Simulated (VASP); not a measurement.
# CdH2 (Fm-3m) in VASP: notebook, part 2 of 2

VASP 6.6.1. Earlier steps stand in the parts before.

## 4. Relaxation of cell and atoms, PBE (atoms taken out)

Input file INCAR:

```
SYSTEM = CdH2
PREC = Accurate
ENCUT = 600
EDIFF = 1E-6
ISMEAR = 0
SIGMA = 0.1
LREAL = .FALSE.
LASPH = .TRUE.
NELM = 100
ALGO = Normal
ISIF = 3
LWAVE = .FALSE.
LCHARG = .FALSE.
GGA = PE
IBRION = 2
NSW = 100
EDIFFG = -0.01
```

Input file KPOINTS:

```
Automatic mesh
0
G
  16 16 16
  0 0 0
```

Input file POSCAR:

```
CdH2
1.0
    0.0000000000      2.5502683563      2.5502683563
    2.5502683563      0.0000000000      2.5502683563
    2.5502683563      2.5502683563      0.0000000000
Cd H
1 2
Direct
    0.0000000000      0.0000000000      0.0000000000
    0.2500000000      0.2500000000      0.2500000000
    0.7500000000      0.7500000000      0.7500000000
```

Potentials or basis: VASP PAW PBE potentials, release 64 (Cd, H).

Started as:

```sh
$ cat potpaw_PBE.64/Cd/POTCAR potpaw_PBE.64/H/POTCAR > POTCAR
$ mpirun -np 1 vasp_std > vasp.out
```

OUTCAR:

```text
SYSTEM = CdH2
   PREC = Accurate
   ENCUT = 600
   EDIFF = 1E-6
   ISMEAR = 0
   LREAL = .FALSE.
   LASPH = .TRUE.
   NELM = 100
   ISIF = 3
   GGA = PE
   IBRION = 2
   NSW = 100
   EDIFFG = -0.01

 ion  position               nearest neighbor table
   1  0.000  0.000  0.000-   3 2.21   3 2.21   3 2.21   2 2.21   3 2.21   2 2.21   2 2.21   2 2.21

   2  0.250  0.250  0.250-   1 2.21   1 2.21   1 2.21   1 2.21
   3  0.750  0.750  0.750-   1 2.21   1 2.21   1 2.21   1 2.21

  LATTYP: Found a face centered cubic cell.
 ALAT       =     5.1005367126

  Lattice vectors:

 A1 = (   0.0000000000,   2.5502683563,   2.5502683563)
 A2 = (   2.5502683563,   0.0000000000,   2.5502683563)
 A3 = (   2.5502683563,   2.5502683563,   0.0000000000)

Analysis of symmetry for initial positions (statically):
=====================================================================
 Subroutine PRICEL returns:
 Original cell was already a primitive cell.

 Routine SETGRP: Setting up the symmetry group for a
 face centered cubic supercell.

 Subroutine GETGRP returns: Found 48 space group operations
 (whereof 48 operations were pure point group operations)
 out of a pool of 48 trial point group operations.
[... 222 lines left out ...]
  band No.  band energies     occupation
      1      -8.0160      2.00000
      2      -7.2951      2.00000
      3      -7.2951      2.00000
      4      -7.2951      2.00000
      5      -7.0470      2.00000
      6      -7.0470      2.00000
      7       1.6817      0.00000
      8      11.6657      0.00000
      9      11.7336      0.00000
     10      11.7336      0.00000
     11      11.7336      0.00000
[... 309 lines left out ...]
 k-point    24 :      -0.0625    0.0625    0.0000
  band No.  band energies     occupation
      1      -7.8456      2.00000
      2      -7.3390      2.00000
      3      -7.2775      2.00000
      4      -7.2624      2.00000
      5      -7.0580      2.00000
      6      -7.0413      2.00000
      7       1.6381      0.00000
      8       9.7295      0.00000
      9      10.4512      0.00000
     10      11.0824      0.00000
     11      11.8243      0.00000

 [... further k-points ...]
[... 5 lines left out ...]
  --------------------------------------------------------------------------------------
  -------------------------------------------------------------------------------------
  Total        0.0236789      0.0236789      0.0236789     -0.0000000     -0.0000000      0.0000000
  in kB        1.1389528      1.1389528      1.1389528     -0.0000000     -0.0000000      0.0000000
  external PRESSURE =       1.1389528 kB  Pullay stress =       0.0000000 kB

 VOLUME and BASIS-vectors are now :
 -----------------------------------------------------------------------------
  energy-cutoff  :      600.00
  volume of cell :       33.31
      direct lattice vectors                 reciprocal lattice vectors
     0.000000000  2.553753930  2.553753930    -0.195790203  0.195790203  0.195790203
     2.553753930 -0.000000000  2.553753930     0.195790203 -0.195790203  0.195790203
     2.553753930  2.553753930  0.000000000     0.195790203  0.195790203 -0.195790203

 POSITION                                       TOTAL-FORCE (eV/Angst)
 -----------------------------------------------------------------------------------
      0.00000      2.55375      2.55375        -0.000000     -0.000000     -0.000000
      1.27688      1.27688      1.27688         0.000000      0.000000      0.000000
      3.83063      3.83063      3.83063        -0.000000     -0.000000     -0.000000
 -----------------------------------------------------------------------------------
    total drift:                                0.000000      0.000000      0.000000

  FREE ENERGIE OF THE ION-ELECTRON SYSTEM (eV)
  ---------------------------------------------------
  free  energy   TOTEN  =        -5.8179523539 eV

  energy  without entropy=       -5.8134126355  energy(sigma->0) =       -5.81568249

 reached required accuracy - stopping structural energy minimisation
```

Run time: 78 s. Hardware: 1 thread of Intel Xeon Platinum 8375C at 2.90GHz (Ice Lake), shared host; peak memory 0.23 GiB.

Results:

* Free energy: -5.8180 eV
* Relaxed volume: 11.10 Å³/atom
* Relaxed cell: a = 3.612 Å, b = 3.612 Å, c = 3.612 Å, α = 60.00°, β = 60.00°, γ = 60.00°
* Space group after relaxing (to 0.1 Å): Fm-3m (No. 225)
* Energy gained by relaxing: 0.1 meV/atom
* Ionic steps: 2
* Pressure after relaxing: 0.1 GPa
* Band gap on the k mesh: zero (bands 7 and 8 overlap by 0.94 eV)

The path:
```tsv
step	energy change (eV)	largest force (eV/Å)	pressure (GPa)	volume (Å³)
1	0.0000	0.0000	0.41	33.17
2	-0.0002	0.0000	0.11	33.31
```

Final structure:
```cif
data_structure
_symmetry_space_group_name_H-M 'P 1'
_symmetry_Int_Tables_number 1
_cell_length_a 3.6116
_cell_length_b 3.6116
_cell_length_c 3.6116
_cell_angle_alpha 60.000
_cell_angle_beta 60.000
_cell_angle_gamma 60.000
_cell_volume 33.31
loop_
_atom_site_label
_atom_site_type_symbol
_atom_site_fract_x
_atom_site_fract_y
_atom_site_fract_z
_atom_site_occupancy
Cd1 Cd 0.00000 0.00000 0.00000 1
H1 H 0.25000 0.25000 0.25000 1
H2 H 0.75000 0.75000 0.75000 1
```

Levels at points of the mesh, in eV from the Fermi level:
| k point | band 4 | band 5 | band 6 | band 7 | band 8 | band 9 | band 10 | band 11 |
| --- | --- | --- | --- | --- | --- | --- | --- | --- |
| (0.00, 0.00, 0.00) | -8.58 | -8.33 | -8.33 | 0.40 | 10.38 | 10.45 | 10.45 | 10.45 |
| (0.50, 0.00, 0.00) | -8.18 | -8.18 | -4.89 | -4.25 | 5.37 | 6.11 | 7.96 | 7.96 |
| (0.50, 0.50, 0.00) | -8.16 | -8.16 | -5.07 | -0.69 | 0.13 | 4.20 | 4.20 | 7.94 |

Caveat: the cell differs from its parent crystal (atoms taken out).

## 5. Overview

| task | cell | k mesh | cutoff (eV) | gap on the mesh (eV) | pressure (GPa) | relaxed volume (Å³/atom) |
| --- | --- | --- | --- | --- | --- | --- |
| relaxation of cell and atoms | relaxed from a = 4.154 Å, angles 60.0°, 3 atoms | 6 × 6 × 6 | 600 | none | 0.1 | 11.10 |
| single point | a = 3.610 Å, angles 60.0°, 3 atoms | 16 × 16 × 16 | 520 | none | 0.3 | - |
| relaxation of cell and atoms | relaxed from a = 3.607 Å, angles 60.0°, 3 atoms | 16 × 16 × 16 | 600 | none | 0.1 | 11.10 |

Alike in all rows: level PBE; potentials or basis VASP PAW PBE potentials, release 64 (Cd, H); no spin polarisation; smearing gaussian 0.1 eV.

Caveats: the volume moved by over 15 % at a fixed basis, so the end points are rough (at least some runs).

Absolute energies hang on the potentials; compare differences alone.
